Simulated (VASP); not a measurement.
# K2S (Fm-3m) in VASP: a series of runs

K2S is run at these levels: LDA, PBE+D4, r2SCAN+rVV10; tasks: single point, relaxation of cell and atoms.

All numbers are computed with VASP 6.6.1; they aren't measurements. Logs are shortened: lines on timing, memory, paths and dates and some standing lists are left out, and cuts for length are marked.

### 1 The cell of the first run

Symmetry: Fm-3m, No. 225, cubic system. Conventional cell: a = 7.191 Å, b = 7.191 Å, c = 7.191 Å, α = 90.00°, β = 90.00°, γ = 90.00°. K (site symmetry -43m) has 4 S at 3.11 Å and 6 K at 3.60 Å within 4.1 Å. Within 4.1 Å of S (site symmetry m-3m) lie 8 K at 3.11 Å.

### 2 Single point, LDA

The input, INCAR:

```
ALGO = Normal ; EDIFF = 1E-6
ENCUT = 500 ; GGA = CA
GGA_COMPAT = F ; ISIF = 2
ISMEAR = 0 ; LASPH = T
LCHARG = F ; LREAL = F
LWAVE = F ; NBANDS = 19
NELM = 120 ; PREC = Accurate
SIGMA = 0.01
```

The input, KPOINTS:

```
k-points
0
Gamma
  6 6 6
```

The input, POSCAR:

```
K2S
1.0
    0.0000000000      3.5956672642      3.5956672642
    3.5956672642      0.0000000000      3.5956672642
    3.5956672642      3.5956672642      0.0000000000
K S
2 1
Direct
    0.2500000000      0.2500000000      0.2500000000
    0.7500000000      0.7500000000      0.7500000000
    0.0000000000      0.0000000000      0.0000000000
```

Potentials or basis: VASP PAW LDA potentials, release 64 (K_sv, S).

On the command line:

```
$ cat potpaw_LDA.64/K_sv/POTCAR potpaw_LDA.64/S/POTCAR > POTCAR
$ mpirun -np 1 vasp_std > vasp.out
```

OUTCAR:

```text
EDIFF = 1E-6
   ENCUT = 500
   GGA = CA
   ISIF = 2
   ISMEAR = 0
   LASPH = T
   LREAL = F
   NELM = 120
   PREC = Accurate

 ion  position               nearest neighbor table
   1  0.250  0.250  0.250-   3 3.11   3 3.11   3 3.11   3 3.11   2 3.60   2 3.60   2 3.60   2 3.60
                             2 3.60   2 3.60
   2  0.750  0.750  0.750-   3 3.11   3 3.11   3 3.11   3 3.11   1 3.60   1 3.60   1 3.60   1 3.60
                             1 3.60   1 3.60
   3  0.000  0.000  0.000-   2 3.11   2 3.11   2 3.11   1 3.11   2 3.11   1 3.11   1 3.11   1 3.11

  LATTYP: Found a face centered cubic cell.
 ALAT       =     7.1913345284

  Lattice vectors:

 A1 = (   0.0000000000,   3.5956672642,   3.5956672642)
 A2 = (   3.5956672642,   0.0000000000,   3.5956672642)
 A3 = (   3.5956672642,   3.5956672642,   0.0000000000)

Analysis of symmetry for initial positions (statically):
=====================================================================
 Subroutine PRICEL returns:
 Original cell was already a primitive cell.

 Routine SETGRP: Setting up the symmetry group for a
 face centered cubic supercell.

 Subroutine GETGRP returns: Found 48 space group operations
 (whereof 48 operations were pure point group operations)
 out of a pool of 48 trial point group operations.

The static configuration has the point symmetry O_h .

Analysis of symmetry for dynamics (positions and initial velocities):
=====================================================================
 Subroutine PRICEL returns:
 Original cell was already a primitive cell.

 Routine SETGRP: Setting up the symmetry group for a
 face centered cubic supercell.

 Subroutine GETGRP returns: Found 48 space group operations
 (whereof 48 operations were pure point group operations)
 out of a pool of 48 trial point group operations.

The dynamic configuration has the point symmetry O_h .

 Subroutine INISYM returns: Found 48 space group operations
 (whereof 48 operations are pure point group operations),
 and found     1 'primitive' translations

----------------------------------------------------------------------------------------

                                     Primitive cell

  volume of cell :      92.9755

  direct lattice vectors                    reciprocal lattice vectors
     0.000000000  3.595667264  3.595667264    -0.139056248  0.139056248  0.139056248
     3.595667264  0.000000000  3.595667264     0.139056248 -0.139056248  0.139056248
     3.595667264  3.595667264  0.000000000     0.139056248  0.139056248 -0.139056248

  length of vectors
     5.085041411  5.085041411  5.085041411     0.240852487  0.240852487  0.240852487

  position of ions in fractional coordinates (direct lattice)
     0.250000000  0.250000000  0.250000000
     0.750000000  0.750000000  0.750000000
     0.000000000  0.000000000  0.000000000

  ion indices of the primitive-cell ions
   primitive index   ion index
                 1           1
                 2           2
                 3           3

----------------------------------------------------------------------------------------

 KPOINTS: k-points

Automatic generation of k-mesh.
 Grid dimensions read from file:
 generate k-points for:    6    6    6

 Generating k-lattice:

  Cartesian coordinates                     Fractional coordinates (reciprocal lattice)
    -0.023176041  0.023176041  0.023176041     0.166666667  0.000000000  0.000000000
     0.023176041 -0.023176041  0.023176041     0.000000000  0.166666667  0.000000000
     0.023176041  0.023176041 -0.023176041     0.000000000  0.000000000  0.166666667

  Length of vectors
     0.040142081  0.040142081  0.040142081

  Shift w.r.t. Gamma in fractional coordinates (k-lattice)
     0.000000000  0.000000000  0.000000000

 Subroutine IBZKPT returns following result:
 ===========================================

 Found     16 irreducible k-points:

 Following reciprocal coordinates:
            Coordinates               Weight
  0.000000  0.000000  0.000000      1.000000
  0.166667  0.000000  0.000000      8.000000
  0.333333  0.000000  0.000000      8.000000
  0.500000  0.000000  0.000000      4.000000
  0.166667  0.166667  0.000000      6.000000
  0.333333  0.166667  0.000000     24.000000
[... 8 lines left out ...]
 -0.333333  0.333333  0.166667     24.000000
 -0.333333  0.500000  0.166667     12.000000
   k-points           NKPTS =     16   k-points in BZ     NKDIM =     16   number of bands    NBANDS=     19
   number of dos      NEDOS =    301   number of ions     NIONS =      3
   total plane-waves  NPLWV =  64000
   dimension x,y,z NGX =    40 NGY =   40 NGZ =   40
   dimension x,y,z NGXF=    80 NGYF=   80 NGZF=   80
   ions per type =               2   1
   NGX,Y,Z   is equivalent  to a cutoff of  13.08, 13.08, 13.08 a.u.
   NGXF,Y,Z  is equivalent  to a cutoff of  26.15, 26.15, 26.15 a.u.
 SYSTEM =  unknown system
   PREC   = accura    normal or accurate (medium, high low for compatibility)
   ISTART =      0    job   : 0-new  1-cont  2-samecut
   ICHARG =      2    charge: 1-file 2-atom 10-const
   ISPIN  =      1    spin polarized calculation?
   LNONCOLLINEAR =      F non collinear calculations
   LSORBIT =      F    spin-orbit coupling
   LASPH  =      T    aspherical Exc in radial PAW
   ENCUT  =  500.0 eV  36.75 Ry    6.06 a.u.   9.27  9.27  9.27*2*pi/ulx,y,z
   NELM   =    120;   NELMIN=  2; NELMDL= -5     # of ELM steps
   EDIFF  = 0.1E-05   stopping-criterion for ELM
   LREAL  =      F    real-space projection
   EDIFFG = 0.1E-04   stopping-criterion for IOM
   NSW    =      0    number of steps for IOM
   IBRION =     -1    ionic relax: 0-MD 1-quasi-New 2-CG
   NFREE  =      0    steps in history (QN), initial steepest desc. (CG)
   ISIF   =      2    stress and relaxation
   ISYM   =      2    0-nonsym 1-usesym 2-fastsym
   POTIM  = 0.5000    time-step for ionic-motion
   TEBEG  =    0.0;   TEEND  =   0.0 temperature during run
   PSTRESS=    0.0 pullay stress
   NELECT =      24.0000    total number of electrons
   NUPDOWN=      -1.0000    fix difference up-down
   EMIN   =  10.00;   EMAX   =-10.00  energy-range for DOS
   EFERMI =   0.00;   METHOD = LEGACY
   ISMEAR =     0;   SIGMA  =   0.01  broadening in eV -4-tet -1-fermi 0-gaus
   EFERMI_NEDOS =   21; number of points for ismear=-14 and -15
   IALGO  =     38    algorithm
   IMIX   =      4    mixing-type and parameters
     AMIX     =   0.40;   BMIX     =  1.00
     AMIX_MAG =   1.60;   BMIX_MAG =  1.00
  volume/ion in A,a.u.               =      30.99       209.14
  Fermi-wavevector in a.u.,A,eV,Ry     =   1.042371  1.969796 14.783244  1.086538
  Thomas-Fermi vector in A             =   2.177033
   LORBIT       =      0    0 simple, 1 ext, 2 COOP (PROOUT), +10 PAW based schemes
   GGA     = CA    functional components
   LHFCALC =     F    Hartree Fock is set to
   AEXX    =    0.0000 exact exchange contribution
   IVDW    =     0    specifies the selected vdW correction
   LEPSILON=     F    determine dielectric tensor
   LRPA    =     F    only Hartree local field effects (RPA)
 non-spin polarized calculation
 Gauss-broadening in eV      SIGMA  =   0.01
  energy-cutoff  :      500.00
  volume of cell :       92.98
 maximum number of plane-waves:      2397
 NGX is ok and might be reduce to    40
   NGX = 19   NGY = 19   NGZ = 19

 number of electron      24.0000003 magnetization

 Free energy of the ion-electron system (eV)
  ---------------------------------------------------
  ext. energy  EPLUGINS =         0.00000000
  ---------------------------------------------------
  free energy    TOTEN  =       -10.40676383 eV

  energy without entropy =      -10.40676383  energy(sigma->0) =      -10.40676383

 E-fermi :  -0.1641     XC(G=0):  -8.1522

 val. band max:       -0.3013304872   @ k =   0.5000   0.5000   0.0000
 cond. band min:       2.0142256430   @ k =   0.0000   0.0000   0.0000
 fundamental gap:      2.3155561302
 Fermi energy:        -0.1641061556

 k-point     1 :       0.0000    0.0000    0.0000
  band No.  band energies     occupation
      1     -28.9767      2.00000
      2     -28.8513      2.00000
      3     -12.8457      2.00000
      4     -12.8457      2.00000
      5     -12.8457      2.00000
      6     -12.5252      2.00000
[... 11 lines left out ...]
     18       7.2764      0.00000
     19       8.3332      0.00000

 k-point     2 :       0.1667    0.0000    0.0000
  band No.  band energies     occupation
      1     -28.9679      2.00000
      2     -28.8593      2.00000
      3     -12.8405      2.00000
      4     -12.8276      2.00000
      5     -12.8276      2.00000
      6     -12.5942      2.00000
[... 11 lines left out ...]
     18       7.4002      0.00000
     19       7.8346      0.00000

 k-point     3 :       0.3333    0.0000    0.0000
  band No.  band energies     occupation
      1     -28.9440      2.00000
      2     -28.8814      2.00000
      3     -12.8475      2.00000
      4     -12.7758      2.00000
      5     -12.7758      2.00000
      6     -12.7012      2.00000
[... 11 lines left out ...]
     18       7.3966      0.00000
     19       7.3966      0.00000

 k-point     4 :       0.5000    0.0000    0.0000
  band No.  band energies     occupation
      1     -28.9124      2.00000
      2     -28.9122      2.00000
      3     -12.8708      2.00000
      4     -12.7295      2.00000
      5     -12.7067      2.00000
      6     -12.7067      2.00000
[... 11 lines left out ...]
     18       7.3037      0.00000
     19       7.4795      0.00000

 k-point     5 :       0.1667    0.1667    0.0000
  band No.  band energies     occupation
      1     -28.9656      2.00000
      2     -28.8612      2.00000
      3     -12.8687      2.00000
      4     -12.8687      2.00000
      5     -12.7451      2.00000
      6     -12.7024      2.00000
[... 11 lines left out ...]
     18       7.1731      0.00000
     19       7.1731      0.00000

 k-point     6 :       0.3333    0.1667    0.0000
  band No.  band energies     occupation
      1     -28.9488      2.00000
      2     -28.8765      2.00000
      3     -12.9028      2.00000
      4     -12.8661      2.00000
      5     -12.8298      2.00000
      6     -12.6515      2.00000
[... 11 lines left out ...]
     18       7.1351      0.00000
     19       7.9677      0.00000

 k-point     7 :       0.5000    0.1667    0.0000
  band No.  band energies     occupation
      1     -28.9225      2.00000
      2     -28.9016      2.00000
      3     -12.9783      2.00000
      4     -12.8396      2.00000
      5     -12.8163      2.00000
      6     -12.6148      2.00000
[... 11 lines left out ...]
     18       7.0463      0.00000
     19       7.9418      0.00000

 k-point     8 :      -0.3333    0.1667    0.0000
  band No.  band energies     occupation
      1     -28.9303      2.00000
      2     -28.8941      2.00000
      3     -12.9715      2.00000
      4     -12.8074      2.00000
      5     -12.7299      2.00000
      6     -12.6968      2.00000
[... 11 lines left out ...]
     18       6.9831      0.00000
     19       7.5662      0.00000

 k-point     9 :      -0.1667    0.1667    0.0000
  band No.  band energies     occupation
      1     -28.9547      2.00000
      2     -28.8712      2.00000
      3     -12.9069      2.00000
      4     -12.7757      2.00000
      5     -12.7550      2.00000
      6     -12.7124      2.00000
[... 11 lines left out ...]
     18       7.3094      0.00000
     19       7.4945      0.00000

 k-point    10 :       0.3333    0.3333    0.0000
  band No.  band energies     occupation
      1     -28.9433      2.00000
      2     -28.8809      2.00000
      3     -13.0172      2.00000
      4     -12.9139      2.00000
      5     -12.9139      2.00000
      6     -12.5370      2.00000
[... 11 lines left out ...]
     18       7.1858      0.00000
     19       7.8637      0.00000

 k-point    11 :       0.5000    0.3333    0.0000
  band No.  band energies     occupation
      1     -28.9296      2.00000
      2     -28.8936      2.00000
      3     -13.1082      2.00000
      4     -12.9142      2.00000
      5     -12.9038      2.00000
      6     -12.5108      2.00000
[... 11 lines left out ...]
     18       7.3456      0.00000
     19       7.8635      0.00000

 k-point    12 :      -0.3333    0.3333    0.0000
  band No.  band energies     occupation
      1     -28.9117      2.00000
      2     -28.9116      2.00000
      3     -13.0893      2.00000
      4     -12.8806      2.00000
      5     -12.8362      2.00000
      6     -12.5905      2.00000
[... 11 lines left out ...]
     18       7.2658      0.00000
     19       7.9037      0.00000

 k-point    13 :       0.5000    0.5000    0.0000
  band No.  band energies     occupation
      1     -28.9321      2.00000
      2     -28.8906      2.00000
      3     -13.1601      2.00000
      4     -12.9361      2.00000
      5     -12.9361      2.00000
      6     -12.4729      2.00000
[... 11 lines left out ...]
     18       7.3547      0.00000
     19       7.8049      0.00000

 k-point    14 :       0.5000    0.3333    0.1667
  band No.  band energies     occupation
      1     -28.9328      2.00000
      2     -28.8912      2.00000
      3     -13.0240      2.00000
      4     -12.9141      2.00000
      5     -12.8058      2.00000
      6     -12.6150      2.00000
[... 11 lines left out ...]
     18       7.3796      0.00000
     19       7.7376      0.00000

 k-point    15 :      -0.3333    0.3333    0.1667
  band No.  band energies     occupation
      1     -28.9117      2.00000
      2     -28.9116      2.00000
      3     -13.0796      2.00000
      4     -12.9390      2.00000
      5     -12.7158      2.00000
      6     -12.7118      2.00000
[... 11 lines left out ...]
     18       7.0220      0.00000
     19       7.9245      0.00000

 k-point    16 :      -0.3333    0.5000    0.1667
  band No.  band energies     occupation
      1     -28.9218      2.00000
      2     -28.9011      2.00000
      3     -13.1351      2.00000
      4     -12.9641      2.00000
      5     -12.8250      2.00000
      6     -12.5936      2.00000
[... 11 lines left out ...]
     18       7.2797      0.00000
     19       7.8813      0.00000

------------------------ aborting loop because EDIFF is reached ----------------------------------------

  FORCE on cell =-STRESS in cart. coord.  units (eV):
  Direction    XX          YY          ZZ          XY          YZ          ZX
  --------------------------------------------------------------------------------------
  -------------------------------------------------------------------------------------
  Total        0.0411632      0.0411632      0.0411632     -0.0000000      0.0000000     -0.0000000
  in kB        0.7093351      0.7093351      0.7093351     -0.0000000      0.0000000     -0.0000000
  external PRESSURE =       0.7093351 kB  Pullay stress =       0.0000000 kB

 VOLUME and BASIS-vectors are now :
 -----------------------------------------------------------------------------
  energy-cutoff  :      500.00
  volume of cell :       92.98
      direct lattice vectors                 reciprocal lattice vectors
     0.000000000  3.595667264  3.595667264    -0.139056248  0.139056248  0.139056248
     3.595667264  0.000000000  3.595667264     0.139056248 -0.139056248  0.139056248
     3.595667264  3.595667264  0.000000000     0.139056248  0.139056248 -0.139056248

 POSITION                                       TOTAL-FORCE (eV/Angst)
 -----------------------------------------------------------------------------------
      1.79783      1.79783      1.79783        -0.000000     -0.000000      0.000000
      5.39350      5.39350      5.39350         0.000000      0.000000     -0.000000
      0.00000      0.00000      0.00000         0.000000     -0.000000      0.000000
 -----------------------------------------------------------------------------------
    total drift:                               -0.000000     -0.000000      0.000000

  FREE ENERGIE OF THE ION-ELECTRON SYSTEM (eV)
  ---------------------------------------------------
  free  energy   TOTEN  =       -10.4067638264 eV

  energy  without entropy=      -10.4067638264  energy(sigma->0) =      -10.40676383
```

Run time: 54 s. Hardware: 1 thread of AMD EPYC 7R43 (Zen 3), shared host; peak memory 0.16 GiB.

Results:

```yaml
Free_energy: -10.4068 eV
Pressure: 0.1 GPa
Band_gap_on_the_k_mesh: 2.32 eV (least direct gap 2.62 eV)
```

Levels at points of the mesh, in eV from the valence-band top:
| k point | band 8 | band 9 | band 10 | band 11 | band 12 | band 13 | band 14 | band 15 | band 16 | band 17 |
| --- | --- | --- | --- | --- | --- | --- | --- | --- | --- | --- |
| (0.00, 0.00, 0.00) | -12.22 | -9.64 | -0.30 | -0.30 | -0.30 | 2.32 | 5.25 | 5.25 | 7.58 | 7.58 |
| (0.50, 0.00, 0.00) | -12.39 | -9.34 | -0.72 | -0.12 | -0.12 | 4.64 | 5.15 | 5.73 | 5.73 | 7.60 |
| (0.50, 0.50, 0.00) | -12.13 | -9.28 | -0.90 | 0.00 | 0.00 | 3.29 | 5.20 | 6.48 | 6.82 | 7.66 |

A k mesh can miss the band edges.

(Continued in part 2 of 3.)
